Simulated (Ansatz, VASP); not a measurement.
# Cu: VASP beside Ansatz

POSCAR

```
Cu
1.0
    2.5340966700      0.0000000000      0.0000000000
   -1.2670483300      2.1945920900      0.0000000000
    0.0000000000      0.0000000000      4.1125710000
Cu
2
Direct
    0.3333333333      0.6666666667      0.2500000000
    0.6666666667      0.3333333333      0.7500000000
```

INCAR.step1

```
PREC = Accurate ; ENCUT = 520
ISMEAR = -1 ; SIGMA = 0.1
LREAL = False ; LASPH = True
NELM = 60 ; NBANDS = 18
GGA = PE ; ALGO = Normal
EDIFF = 1E-4 ; LWAVE = True
LCHARG = False
```

The input INCAR.step2:

```
PREC = Accurate ; ENCUT = 520
EDIFF = 1E-6 ; ISMEAR = -1
SIGMA = 0.1 ; LREAL = False
LASPH = True ; NELM = 60
ALGO = Normal ; ISIF = 2
LWAVE = False ; LCHARG = False
METAGGA = R2SCAN ; LMIXTAU = True
NBANDS = 18 ; ISTART = 1
```

Contents of KPOINTS:

```
regular mesh
0
Gamma
  6 6 4
```

Input for Ansatz:

```yaml
crystal:
  lattice:
    - [2.53409667, 0.0, 0.0]
    - [-1.26704833, 2.19459209, 0.0]
    - [0.0, 0.0, 4.112571]
  atoms:
    - { symbol: Cu, position: [0.3333333333333333, 0.6666666666666666, 0.25] }
    - { symbol: Cu, position: [0.6666666666666666, 0.3333333333333333, 0.75] }
basis:
  ecutwfc: 530.622031796766
kpoints:
  mp_grid:
    grid: [6, 6, 4]
hamiltonian:
  xc: r2scan
  pseudopotentials:
    kind: paw
scf:
  occupations:
    method: fermi_dirac
    width: 0.1
output:
  stress: true
```

Alike in both runs: task single point; functional r2SCAN; k mesh 6 × 6 × 4; occupations fermi-dirac, width 0.1 eV; no spin polarisation.

|  | VASP | Ansatz |
| --- | --- | --- |
| version | VASP 6.6.1 | Ansatz 0.2.0 |
| potentials or method | VASP PAW PBE potentials, release 64 (Cu), cutoff 520 eV | plane waves, PAW |
| valence electrons in the cell | 22 | 38 |

|  | VASP | Ansatz | Ansatz less VASP |
| --- | --- | --- | --- |
| pressure (GPa) | 1.5 | 0.7 | -0.74 |
| traceless stress, the component that is largest in VASP (GPa) | -1.30 | -1.27 | +0.030 |

VASP's potentials were made for PBE, not for r2SCAN. VASP's potentials hold 22 valence electrons a cell and Ansatz's 38, so a difference there can come from the potentials and not from the codes.

The k mesh is coarse, so the values compare programs but aren't converged.
